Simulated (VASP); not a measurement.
A run of VASP 6.6.1 is set up as follows.

INCAR

```
SYSTEM = AlN
PREC = Accurate ; ENCUT = 520
EDIFF = 1E-7 ; ISMEAR = 0
SIGMA = 0.02 ; LREAL = .FALSE.
LASPH = .TRUE. ; NELM = 100
ALGO = Normal ; ISIF = 2
LWAVE = .FALSE. ; LCHARG = .FALSE.
GGA = PS ; NBANDS = 11
```

The input KPOINTS:

```
Automatic mesh
0
G
  10 10 10
  0 0 0
```

File POSCAR:

```
AlN
1.0
    0.0000000000      2.1888400046      2.1888400046
    2.1888400046      0.0000000000      2.1888400046
    2.1888400046      2.1888400046      0.0000000000
Al N
1 1
Direct
    0.0000000000      0.0000000000      0.0000000000
    0.7500000000      0.7500000000      0.7500000000
```

Potentials or basis: VASP PAW PBE potentials, release 64 (Al, N).

The run is started by

```bash
$ cat potpaw_PBE.64/Al/POTCAR potpaw_PBE.64/N/POTCAR > POTCAR
$ mpirun -np 1 vasp_std > vasp.out
```

(1) Predict the pressure.

(2) What does it give for the band gap on the k mesh?

## Answers

(1) 0.0 GPa.

(2) 3.18 eV, indirect (least direct gap 4.07 eV).

Caveat: the PAW data sets were made with another functional, which shifts forces and pressure a little.
